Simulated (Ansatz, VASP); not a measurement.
## P3C in VASP and in Ansatz

File INCAR:

```
SYSTEM = P3C
  PREC = Accurate
  ENCUT = 600
  EDIFF = 1E-7
  ISMEAR = 0
  SIGMA = 0.2
  LREAL = .False.
  LASPH = .True.
  NELM = 100
  ALGO = Normal
  ISIF = 3
  LWAVE = .False.
  LCHARG = .False.
  GGA = PE
  IBRION = 2
  NSW = 36
  EDIFFG = -0.08
```

KPOINTS

```
regular mesh
0
Gamma
  3 3 4
  0 0 0
```

The input POSCAR:

```
P3C
1.0
    5.4000000000     -3.1500000000      0.0000000000
    5.4000000000      3.1500000000      0.0000000000
   -1.7967065600      0.0000000000      4.0930117900
P C
6 2
Direct
    0.6080000000      0.6080000000      0.1470000000
    0.3920000000      0.3920000000      0.8530000000
    0.6080000000      0.1080000000      0.1470000000
    0.1080000000      0.6080000000      0.1470000000
    0.3920000000      0.8920000000      0.8530000000
    0.8920000000      0.3920000000      0.8530000000
    0.0680000000      0.0680000000      0.0300000000
    0.9320000000      0.9320000000      0.9700000000
```

Input for Ansatz:

```yaml
crystal:
  lattice:
    - [5.4, -3.15, 0.0]
    - [5.4, 3.15, 0.0]
    - [-1.79670656, 0.0, 4.09301179]
  atoms:
    - { symbol: P, position: [0.608, 0.608, 0.147] }
    - { symbol: P, position: [0.392, 0.392, 0.853] }
    - { symbol: P, position: [0.608, 0.108, 0.147] }
    - { symbol: P, position: [0.108, 0.608, 0.147] }
    - { symbol: P, position: [0.392, 0.892, 0.853] }
    - { symbol: P, position: [0.892, 0.392, 0.853] }
    - { symbol: C, position: [0.068, 0.068, 0.03] }
    - { symbol: C, position: [0.932, 0.932, 0.97] }
basis:
  ecutwfc: 420
kpoints:
  mp_grid: { grid: [3, 3, 4] }
hamiltonian:
  xc: pbe
scf:
  occupations: { method: gaussian, width: 0.2 }
  lower_state_search: "off"
output:
  forces: true
  stress: true
  eigenvalues: true
relax:
  adjacent_minimum: "off"
  f_tol: 0.08
  max_steps: 16
  cell: { stress_tol: 0.8 }
```

Alike in both runs: task relaxation of cell and atoms; functional PBE; k mesh 3 × 3 × 4; occupations gaussian, width 0.2 eV; no spin polarisation.

|  | VASP | Ansatz |
| --- | --- | --- |
| version | VASP 6.6.1 | Ansatz 0.2.0 |
| potentials or method | VASP PAW PBE potentials, release 64 (P, C), cutoff 600 eV | scalar-relativistic, plane waves, PAW |
| valence electrons in the cell | 38 | 38 |

VASP gave:

* gap on the k mesh at the Fermi level, each at its own relaxed structure (eV): 1.00
* relaxed volume (Å³/atom): 21.40
* relaxed length of the cell vector where the two differ most in proportion (Å): 5.486

Task: Estimate Ansatz's values.

Result: gap on the k mesh at the Fermi level, each at its own relaxed structure (eV): 0.67; relaxed volume (Å³/atom): 19.13; relaxed length of the cell vector where the two differ most in proportion (Å): 4.925.

One of these differences is far larger than is usual between the two programs; its cause wasn't traced.

Noted on VASP's run: the volume moved by over 15 % at a fixed basis, so the end points are rough.
